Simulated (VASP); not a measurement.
# CsH (Immm) in VASP: a series of runs

CsH is run at these levels: r2SCAN; tasks: single point.

Program: VASP 6.6.1. These are calculated values, not measurements. Logs are shortened: lines on timing, memory, paths and dates and some standing lists are left out, and cuts for length are marked.

**1. The cell of the first run**

It takes space group Immm (No. 71, orthorhombic). The conventional cell has a = 4.283 Å, b = 4.734 Å, c = 6.376 Å, α = 90.00°, β = 90.00°, γ = 90.00°. Within 4.3 Å of Cs (site symmetry mmm) lie 6 H at 3.19 Å and 2 Cs at 4.28 Å. H (site symmetry mmm) has 6 Cs at 3.19 Å and 2 H at 4.28 Å within 4.3 Å.

**2. Single point, r2SCAN (strain -0.1000 x Voigt [0, 0, 0, 0, 0, 1])**

Input file POSCAR:

```
CsH
1.0
   -0.1594000000      3.1880000000      3.1880000000
    3.1880000000     -0.1594000000      3.1880000000
    3.0286000000      3.0286000000      0.0000000000
Cs H
1 1
Direct
    0.0000000000      0.0000000000      0.0000000000
    0.5000000000      0.5000000000      0.5000000000
```

Input file INCAR.step1:

```
SYSTEM = CsH
ALGO = Normal
EDIFF = 1E-4
ENCUT = 520
GGA = PE
ISMEAR = 0
LASPH = .True.
LCHARG = .False.
LREAL = .False.
LWAVE = .True.
NBANDS = 12
NELM = 100
PREC = Accurate
SIGMA = 0.05
```

Input file INCAR.step2:

```
SYSTEM = CsH
ALGO = Normal
EDIFF = 1E-6
ENCUT = 520
ISIF = 2
ISMEAR = 0
ISTART = 1
LASPH = .True.
LCHARG = .False.
LMIXTAU = .True.
LREAL = .False.
LWAVE = .False.
METAGGA = R2SCAN
NBANDS = 12
NELM = 100
PREC = Accurate
SIGMA = 0.05
```

Input file KPOINTS:

```
k-points
0
Gamma
  6 6 6
  0 0 0
```

Potentials or basis: VASP PAW PBE potentials, release 64 (Cs_sv, H).

On the command line:

```sh
$ cat potpaw_PBE.64/Cs_sv/POTCAR potpaw_PBE.64/H/POTCAR > POTCAR
$ cp INCAR.step1 INCAR
$ mpirun -np 1 vasp_std > vasp.out
$ cp INCAR.step2 INCAR
$ mpirun -np 1 vasp_std > vasp.out
```

OUTCAR:

```text
SYSTEM = CsH
   EDIFF = 1E-6
   ENCUT = 520
   ISIF = 2
   ISMEAR = 0
   ISTART = 1
   LASPH = .True.
   LREAL = .False.
   METAGGA = R2SCAN
   NELM = 100
   PREC = Accurate

 ion  position               nearest neighbor table
   1  0.000  0.000  0.000-
   2  0.500  0.500  0.500-

  LATTYP: Found a body centered orthorhombic cell.
 ALAT       =     4.2830871950
 B/A-ratio  =     1.1052631579
 C/A-ratio  =     1.4886458551

  Lattice vectors:

 A1 = (   0.1594000000,  -3.1880000000,  -3.1880000000)
 A2 = (  -0.1594000000,   3.1880000000,  -3.1880000000)
 A3 = (   3.1880000000,  -0.1594000000,   3.1880000000)

Analysis of symmetry for initial positions (statically):
=====================================================================
 Subroutine PRICEL returns:
 Original cell was already a primitive cell.

 Routine SETGRP: Setting up the symmetry group for a
 body centered orthorhombic supercell.

 Subroutine GETGRP returns: Found  8 space group operations
 (whereof  8 operations were pure point group operations)
 out of a pool of  8 trial point group operations.

The static configuration has the point symmetry D_2h.

Analysis of symmetry for dynamics (positions and initial velocities):
=====================================================================
 Subroutine PRICEL returns:
 Original cell was already a primitive cell.

 Routine SETGRP: Setting up the symmetry group for a
 body centered orthorhombic supercell.

 Subroutine GETGRP returns: Found  8 space group operations
 (whereof  8 operations were pure point group operations)
 out of a pool of  8 trial point group operations.

The dynamic configuration has the point symmetry D_2h.

 Subroutine INISYM returns: Found  8 space group operations
 (whereof  8 operations are pure point group operations),
 and found     1 'primitive' translations

----------------------------------------------------------------------------------------

                                     Primitive cell

  volume of cell :      64.6395

  direct lattice vectors                    reciprocal lattice vectors
    -0.159400000  3.188000000  3.188000000    -0.149369660  0.149369660  0.156838143
     3.188000000 -0.159400000  3.188000000     0.149369660 -0.149369660  0.156838143
     3.028600000  3.028600000  0.000000000     0.165092782  0.165092782 -0.156838143

  length of vectors
     4.511329777  4.511329777  4.283087195     0.263098449  0.263098449  0.281264034

  position of ions in fractional coordinates (direct lattice)
     0.000000000  0.000000000  0.000000000
     0.500000000  0.500000000  0.500000000

  ion indices of the primitive-cell ions
   primitive index   ion index
                 1           1
                 2           2

----------------------------------------------------------------------------------------

 KPOINTS: k-points

Automatic generation of k-mesh.
 Grid dimensions read from file:
 generate k-points for:    6    6    6

 Generating k-lattice:

  Cartesian coordinates                     Fractional coordinates (reciprocal lattice)
    -0.024894943  0.024894943  0.026139691     0.166666667  0.000000000  0.000000000
     0.024894943 -0.024894943  0.026139691     0.000000000  0.166666667  0.000000000
     0.027515464  0.027515464 -0.026139691     0.000000000  0.000000000  0.166666667

  Length of vectors
     0.043849741  0.043849741  0.046877339

  Shift w.r.t. Gamma in fractional coordinates (k-lattice)
     0.000000000  0.000000000  0.000000000

 Subroutine IBZKPT returns following result:
 ===========================================

 Found     46 irreducible k-points:

 Following reciprocal coordinates:
            Coordinates               Weight
  0.000000  0.000000  0.000000      1.000000
  0.166667 -0.000000  0.000000      4.000000
  0.333333 -0.000000  0.000000      4.000000
  0.500000  0.000000  0.000000      2.000000
  0.166667  0.166667  0.000000      2.000000
  0.333333  0.166667  0.000000      4.000000
[... 16 lines left out ...]
 -0.166667  0.333333  0.166667      4.000000
  0.500000  0.500000  0.166667      4.000000
 [... further k-points ...]
   k-points           NKPTS =     46   k-points in BZ     NKDIM =     46   number of bands    NBANDS=     12
   number of dos      NEDOS =    301   number of ions     NIONS =      2
   total plane-waves  NPLWV =  41472
   dimension x,y,z NGX =    36 NGY =   36 NGZ =   32
   dimension x,y,z NGXF=    72 NGYF=   72 NGZF=   64
   ions per type =               1   1
   NGX,Y,Z   is equivalent  to a cutoff of  13.27, 13.27, 12.42 a.u.
   NGXF,Y,Z  is equivalent  to a cutoff of  26.53, 26.53, 24.84 a.u.
 SYSTEM =  CsH
   PREC   = accura    normal or accurate (medium, high low for compatibility)
   ISTART =      1    job   : 0-new  1-cont  2-samecut
   ICHARG =      0    charge: 1-file 2-atom 10-const
   ISPIN  =      1    spin polarized calculation?
   LNONCOLLINEAR =      F non collinear calculations
   LSORBIT =      F    spin-orbit coupling
   LASPH  =      T    aspherical Exc in radial PAW
   ENCUT  =  520.0 eV  38.22 Ry    6.18 a.u.   8.39  8.39  7.96*2*pi/ulx,y,z
   NELM   =    100;   NELMIN=  2; NELMDL=  0     # of ELM steps
   EDIFF  = 0.1E-05   stopping-criterion for ELM
   LREAL  =      F    real-space projection
   EDIFFG = 0.1E-04   stopping-criterion for IOM
   NSW    =      0    number of steps for IOM
   IBRION =     -1    ionic relax: 0-MD 1-quasi-New 2-CG
   NFREE  =      0    steps in history (QN), initial steepest desc. (CG)
   ISIF   =      2    stress and relaxation
   ISYM   =      2    0-nonsym 1-usesym 2-fastsym
   POTIM  = 0.5000    time-step for ionic-motion
   TEBEG  =    0.0;   TEEND  =   0.0 temperature during run
   PSTRESS=    0.0 pullay stress
   NELECT =      10.0000    total number of electrons
   NUPDOWN=      -1.0000    fix difference up-down
   EMIN   =  10.00;   EMAX   =-10.00  energy-range for DOS
   EFERMI =   0.00;   METHOD = LEGACY
   ISMEAR =     0;   SIGMA  =   0.05  broadening in eV -4-tet -1-fermi 0-gaus
   EFERMI_NEDOS =   21; number of points for ismear=-14 and -15
   IALGO  =     38    algorithm
   IMIX   =      4    mixing-type and parameters
     AMIX     =   0.40;   BMIX     =  1.00
     AMIX_MAG =   1.60;   BMIX_MAG =  1.00
  volume/ion in A,a.u.               =      32.32       218.10
  Fermi-wavevector in a.u.,A,eV,Ry     =   0.878838  1.660763 10.508547  0.772356
  Thomas-Fermi vector in A             =   1.998979
   LORBIT       =      0    0 simple, 1 ext, 2 COOP (PROOUT), +10 PAW based schemes
   METAGGA = R2SCAN    functional components
   LHFCALC =     F    Hartree Fock is set to
   AEXX    =    0.0000 exact exchange contribution
   IVDW    =     0    specifies the selected vdW correction
   LEPSILON=     F    determine dielectric tensor
   LRPA    =     F    only Hartree local field effects (RPA)
 non-spin polarized calculation
 Gauss-broadening in eV      SIGMA  =   0.05
  energy-cutoff  :      520.00
  volume of cell :       64.64
 maximum number of plane-waves:      1756
 NGX is ok and might be reduce to    36
   NGX = 17   NGY = 17   NGZ = 15

 number of electron       9.9999999 magnetization

 Free energy of the ion-electron system (eV)
  ---------------------------------------------------
  ext. energy  EPLUGINS =         0.00000000
  ---------------------------------------------------
  free energy    TOTEN  =       -28.97911405 eV

  energy without entropy =      -28.97911405  energy(sigma->0) =      -28.97911405

 E-fermi :   0.1780     XC(G=0):  -7.5705

 val. band max:       -0.0747131526   @ k =   0.0000   0.0000   0.5000
 cond. band min:       2.5577722806   @ k =   0.5000   0.0000   0.0000
 fundamental gap:      2.6324854332
 Fermi energy:         0.1780496591

 k-point     1 :       0.0000    0.0000    0.0000
  band No.  band energies     occupation
      1     -22.1998      2.00000
      2      -8.2974      2.00000
      3      -8.2856      2.00000
      4      -8.2375      2.00000
      5      -1.7549      2.00000
      6       5.1467      0.00000
      7       5.3649      0.00000
      8       6.0702      0.00000
      9       6.4193      0.00000
     10       7.5581      0.00000
     11       7.5676      0.00000
     12       9.1080      0.00000

 k-point     2 :       0.1667   -0.0000    0.0000
  band No.  band energies     occupation
      1     -22.1828      2.00000
      2      -8.5124      2.00000
      3      -8.3014      2.00000
      4      -8.2600      2.00000
      5      -1.3743      2.00000
      6       4.4525      0.00000
      7       5.3936      0.00000
      8       6.1850      0.00000
      9       6.2729      0.00000
     10       7.1574      0.00000
     11       7.3206      0.00000
     12      10.2168      0.00000

 k-point     3 :       0.3333   -0.0000    0.0000
  band No.  band energies     occupation
      1     -22.1485      2.00000
      2      -8.9046      2.00000
      3      -8.3231      2.00000
      4      -8.3044      2.00000
      5      -0.5880      2.00000
      6       3.1738      0.00000
      7       5.1734      0.00000
      8       5.8633      0.00000
      9       6.8430      0.00000
     10       7.5718      0.00000
     11       8.0740      0.00000
     12      11.5733      0.00000
[... 286 lines left out ...]
 k-point    23 :      -0.1667    0.3333    0.1667
  band No.  band energies     occupation
      1     -22.1198      2.00000
      2      -8.8014      2.00000
      3      -8.6034      2.00000
      4      -8.4481      2.00000
      5      -0.7296      2.00000
      6       4.1495      0.00000
      7       4.1888      0.00000
      8       6.4979      0.00000
      9       7.5030      0.00000
     10       8.2041      0.00000
     11       8.6134      0.00000
     12      10.6677      0.00000

 k-point    24 :       0.5000    0.5000    0.1667
  band No.  band energies     occupation
      1     -22.0951      2.00000
      2      -8.9193      2.00000
      3      -8.5907      2.00000
      4      -8.5532      2.00000
      5      -0.9878      2.00000
      6       3.7919      0.00000
      7       5.1292      0.00000
      8       6.6703      0.00000
      9       7.4770      0.00000
     10       9.0370      0.00000
     11       9.5133      0.00000
     12      10.0193      0.00000

 [... further k-points ...]

------------------------ aborting loop because EDIFF is reached ----------------------------------------

  FORCE on cell =-STRESS in cart. coord.  units (eV):
  Direction    XX          YY          ZZ          XY          YZ          ZX
  --------------------------------------------------------------------------------------
  -------------------------------------------------------------------------------------
  Total        0.0190390      0.0190390     -0.0070418      0.1960290      0.0000000      0.0000000
  in kB        0.4719085      0.4719085     -0.1745410      4.8588450      0.0000000      0.0000000
  external PRESSURE =       0.2564253 kB  Pullay stress =       0.0000000 kB

 VOLUME and BASIS-vectors are now :
 -----------------------------------------------------------------------------
  energy-cutoff  :      520.00
  volume of cell :       64.64
      direct lattice vectors                 reciprocal lattice vectors
    -0.159400000  3.188000000  3.188000000    -0.149369660  0.149369660  0.156838143
     3.188000000 -0.159400000  3.188000000     0.149369660 -0.149369660  0.156838143
     3.028600000  3.028600000  0.000000000     0.165092782  0.165092782 -0.156838143

 POSITION                                       TOTAL-FORCE (eV/Angst)
 -----------------------------------------------------------------------------------
      0.00000      0.00000      0.00000        -0.000000      0.000000     -0.000000
      3.02860      3.02860      3.18800         0.000000     -0.000000      0.000000
 -----------------------------------------------------------------------------------
    total drift:                               -0.000000      0.000000      0.000000

  FREE ENERGIE OF THE ION-ELECTRON SYSTEM (eV)
  ---------------------------------------------------
  free  energy   TOTEN  =       -28.9791140499 eV

  energy  without entropy=      -28.9791140499  energy(sigma->0) =      -28.97911405
```

It took 80 s on 1 thread of Intel Xeon Platinum 8488C (Sapphire Rapids), shared host; peak memory 0.22 GiB.

Results:

| Item | Value |
| --- | --- |
| Free energy | -28.9791 eV |
| Pressure | 0.0 GPa |
| Band gap on the k mesh | 2.63 eV (least direct gap 2.64 eV) |

Caveat: the cell differs from its parent crystal (strain -0.1000 x Voigt [0, 0, 0, 0, 0, 1]); the PAW data sets were made with another functional, which shifts forces and pressure a little; spin-orbit coupling is left out, which moves the levels of the heavy elements. A k mesh can miss the band edges.

(Part 1 of 3 ends here.)
